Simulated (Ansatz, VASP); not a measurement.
BP: VASP beside Ansatz

```
CELL_PARAMETERS angstrom
0.00000 2.28274 2.24657
2.28274 0.00000 2.24657
2.28274 2.28274 0.00000
ATOMIC_POSITIONS crystal
B 0.00000 0.00000 0.00000
P 0.25000 0.25000 0.25000
```

Change from the starting cell: strained cell.

Alike in both runs: task relaxation of the atoms; functional PBEsol; k mesh 8 × 8 × 8; occupations gaussian, width 0.02 eV; no spin polarisation.

|  | VASP | Ansatz |
| --- | --- | --- |
| version | VASP 6.6.1 | Ansatz 0.2.0 |
| potentials or method | VASP PAW PBE potentials, release 64 (B, P), cutoff 450 eV | scalar-relativistic, plane waves, PAW |
| valence electrons in the cell | 8 | 8 |

```tsv
	VASP	Ansatz	Ansatz less VASP
gap on the k mesh at the Fermi level, each at its own relaxed structure (eV)	0.93	0.93	+0.004
```

VASP's potentials were made for PBE, not for PBEsol, and Ansatz warns of the same on its side. Ansatz's warnings: stress scf threshold loose.

Noted on VASP's run: the relaxation stopped at its first step, so nothing moved.
